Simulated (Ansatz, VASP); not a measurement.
Pd in VASP and in Ansatz

File INCAR:

```
PREC = Accurate
ENCUT = 520
EDIFF = 1E-6
ISMEAR = -1
SIGMA = 0.05
LREAL = F
LASPH = T
NELM = 150
ALGO = Normal
ISIF = 2
LWAVE = F
LCHARG = F
ISPIN = 2
MAGMOM = 0.5 -0.5
LORBIT = 11
LMAXMIX = 4
GGA = B5
ALDAX = 1.0
AGGAX = 1.0
AGGAC = 1.0
ALDAC = 0.0
NBANDS = 21
```

The input KPOINTS:

```
Automatic mesh
0
Gamma
  18 18 13
```

The input POSCAR:

```
Pd
1.0
    2.8477610810      0.0000000000      0.0000000000
    0.0000000000      2.8477610810      0.0000000000
    0.0000000000      0.0000000000      4.0299217005
Pd
2
Direct
    1.0000000000      0.0000000000      0.0000000000
    0.5000000000      0.5000000000      0.5000000000
```

Input for Ansatz:

```yaml
crystal:
  lattice:
    - [2.847761081, 0.0, 0.0]
    - [0.0, 2.847761081, 0.0]
    - [0.0, 0.0, 4.0299217005]
  atoms:
    - { symbol: Pd, position: [1.0, 0.0, 0.0], spin: 0.5 }
    - { symbol: Pd, position: [0.5, 0.5, 0.5], spin: -0.5 }
hamiltonian:
  xc: blyp
  pseudopotentials:
    kind: paw
    azcp:
      Pd: "pseudopotentials/Pd.paw.azcp"
basis:
  ecutwfc: 420
  fft_grid_basis: typed
kpoints:
  mp_grid: { grid: [18, 18, 13], shift: [0, 0, 0] }
magnetization:
  spin_polarized: true
scf:
  occupations: { method: fermi_dirac, width: 0.05 }
output:
  stress: true
```

Alike in both runs: task single point; functional BLYP; k mesh 18 × 18 × 13; occupations fermi-dirac, width 0.05 eV; collinear spin.

```csv
,VASP,Ansatz
version,VASP 6.6.1,Ansatz 0.2.0
potentials or method,"VASP PAW PBE potentials, release 64 (Pd), cutoff 520 eV","plane waves (420 eV) with PAW, scalar-relativistic"
valence electrons in the cell,20,36
```

```csv
,VASP,Ansatz,Ansatz less VASP
pressure (GPa),0.2,-0.1,-0.27
net moment per atom (μB),0.00,0.00,0.000
```

VASP's potentials were made for PBE, not for BLYP. VASP's potentials hold 20 valence electrons a cell and Ansatz's 36, so a difference there can come from the potentials and not from the codes. Ansatz's warnings: seeded moment not kept.
